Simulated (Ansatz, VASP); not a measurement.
**LiCl in VASP and in Ansatz**

```
Li Cl
1.0
     0.00000    2.60091    2.60091
     2.60091    0.00000    2.60091
     2.60091    2.60091    0.00000
Li Cl
1 1
Direct
  0.50000 0.50000 0.50000
  0.00000 0.00000 0.00000
```

Alike in both runs: task single point; functional PBE; k mesh 8 × 8 × 8; occupations gaussian, width 0.02 eV; no spin polarisation.

```csv
,VASP,Ansatz
version,VASP 6.6.1,Ansatz 0.2.0
potentials or method,"VASP PAW PBE potentials, release 64 (Li_sv, Cl), cutoff 520 eV","scalar-relativistic, plane waves, PAW"
valence electrons in the cell,10,10
```

VASP gave:

* gap on the k mesh at the Fermi level (eV): 6.11
* least direct gap on the mesh (eV): 6.11

Q: What did Ansatz give for the same quantities?

A: gap on the k mesh at the Fermi level (eV): 6.10; least direct gap on the mesh (eV): 6.10.

With one functional, cell and mesh, what is left measures potentials, basis and numerics.

Noted on VASP's run: the cutoff is short for stress, so the pressure is rough.
